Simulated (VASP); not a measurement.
Wanted: the native input for a VASP 6.6.1 run.

```
Task                   : single point
Functional             : PBE
Potentials or basis    : VASP PAW PBE potentials, release 64 (W_sv, S)
Cutoff                 : 520 eV
k mesh                 : 1 × 1 × 1
Occupations            : gaussian, width 0.05 eV
Spin                   : no spin polarisation
Dipole correction      : no
Further INCAR settings : LREAL = Auto; ALGO = Normal; EDIFF = 1e-07; NBANDS = 238
```

The structure of WS2 lies in POSCAR:

```
WS2
1.0
    6.3670320000     11.0280240000      0.0000000000
   12.7340650000      0.0000000000      0.0000000000
    1.5917580000      2.7570060000    -16.9505780000
W S
16 32
Direct
    0.6666670000      0.4166660000      0.0000000000
    0.9166670000      0.4166660000      0.0000000000
    0.9166670000      0.1666660000      0.0000000000
    0.1666670000      0.9166660000      0.0000000000
    0.4166670000      0.9166660000      0.0000000000
    0.6666670000      0.9166660000      0.0000000000
    0.9166670000      0.9166660000      0.0000000000
    0.4166670000      0.6666660000      0.0000000000
    0.6666670000      0.6666660000      0.0000000000
    0.9166670000      0.6666660000      0.0000000000
    0.1666670000      0.4166660000      0.0000000000
    0.4166670000      0.4166660000      0.0000000000
    0.1666670000      0.1666660000      0.0000000000
    0.4166670000      0.1666660000      0.0000000000
    0.6666670000      0.1666660000      0.0000000000
    0.1666670000      0.6666660000      0.0000000000
    0.8103330000      0.5833340000      0.0920000000
    0.0603330000      0.5833340000      0.0920000000
    0.0603330000      0.3333340000      0.0920000000
    0.3103330000      0.0833340000      0.0920000000
    0.5603330000      0.0833340000      0.0920000000
    0.8103330000      0.0833340000      0.0920000000
    0.0603330000      0.0833340000      0.0920000000
    0.5603330000      0.8333340000      0.0920000000
    0.8103330000      0.8333340000      0.0920000000
    0.0603330000      0.8333340000      0.0920000000
    0.3103330000      0.5833340000      0.0920000000
    0.5603330000      0.5833340000      0.0920000000
    0.3103330000      0.3333340000      0.0920000000
    0.5603330000      0.3333340000      0.0920000000
    0.8103330000      0.3333340000      0.0920000000
    0.3103330000      0.8333340000      0.0920000000
    0.6063330000      0.5833340000      0.9080000000
    0.8563330000      0.5833340000      0.9080000000
    0.8563330000      0.3333340000      0.9080000000
    0.1063330000      0.0833340000      0.9080000000
    0.3563330000      0.0833340000      0.9080000000
    0.6063330000      0.0833340000      0.9080000000
    0.8563330000      0.0833340000      0.9080000000
    0.3563330000      0.8333340000      0.9080000000
    0.6063330000      0.8333340000      0.9080000000
    0.8563330000      0.8333340000      0.9080000000
    0.1063330000      0.5833340000      0.9080000000
    0.3563330000      0.5833340000      0.9080000000
    0.1063330000      0.3333340000      0.9080000000
    0.3563330000      0.3333340000      0.9080000000
    0.6063330000      0.3333340000      0.9080000000
    0.1063330000      0.8333340000      0.9080000000
```

The input as run:

INCAR

```
PREC = Accurate
ENCUT = 520
EDIFF = 1E-7
ISMEAR = 0
SIGMA = 0.05
LREAL = Auto
LASPH = T
NELM = 60
ALGO = Normal
ISIF = 2
LWAVE = F
LCHARG = T
GGA = PE
LELF = T
LVHAR = T
NBANDS = 238
```

KPOINTS

```
Automatic mesh
0
Gamma
  1 1 1
```

Potentials or basis: VASP PAW PBE potentials, release 64 (W_sv, S).

The run is started by

```sh
$ cat potpaw_PBE.64/W_sv/POTCAR potpaw_PBE.64/S/POTCAR > POTCAR
$ mpirun -np 1 vasp_gam > vasp.out
```

Results of the run:

* Largest force: 0.210 eV/Å
* Band gap on the k mesh: 2.36 eV

Caveat: the k points lie up to 0.58 Å⁻¹ apart; there is no dipole correction, which matters where the two faces differ; spin-orbit coupling is left out, which moves the levels of the heavy elements.

It took 27 min on 1 thread of Intel(R) Xeon(R) Platinum 8259CL CPU @ 2.50GHz (Skylake/Cascade Lake), on a shared host, peak memory 1.7 GiB.
